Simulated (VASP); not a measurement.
A run of VASP 6.6.1:

File INCAR:

```
PREC = Accurate
ENCUT = 520
EDIFF = 1E-7
ISMEAR = -1
SIGMA = 0.05
LREAL = F
LASPH = T
NELM = 150
ALGO = Normal
ISIF = 2
LWAVE = F
LCHARG = T
ISPIN = 2
MAGMOM = -3 3
LORBIT = 11
LMAXMIX = 4
GGA = PE
LELF = T
LVHAR = T
NBANDS = 23
```

KPOINTS

```
Automatic mesh
0
Gamma
  11 11 11
```

Contents of POSCAR:

```
Cr
1.0
    2.6609679324      0.0000000000      0.0000000000
    0.0000000000      2.6609679324      0.0000000000
    0.0000000000      0.0000000000      2.6609679324
Cr
2
Direct
    0.0000000000      0.0000000000      0.0000000000
    0.5000000000      0.5000000000      0.5000000000
```

Potentials or basis: VASP PAW PBE potentials, release 64 (Cr_pv).

The run is started by

```sh
$ cat potpaw_PBE.64/Cr_pv/POTCAR > POTCAR
$ mpirun -np 1 vasp_std > vasp.out
```

Hardware: 1 thread of Intel(R) Xeon(R) Platinum 8259CL CPU @ 2.50GHz (Skylake/Cascade Lake), on a shared host.

How long does it take, and how much memory?

It took 60 s on 1 thread of Intel(R) Xeon(R) Platinum 8259CL CPU @ 2.50GHz (Skylake/Cascade Lake), with other jobs on the host, peak memory 0.15 GiB. Counts: scf iterations 18, k points 56.
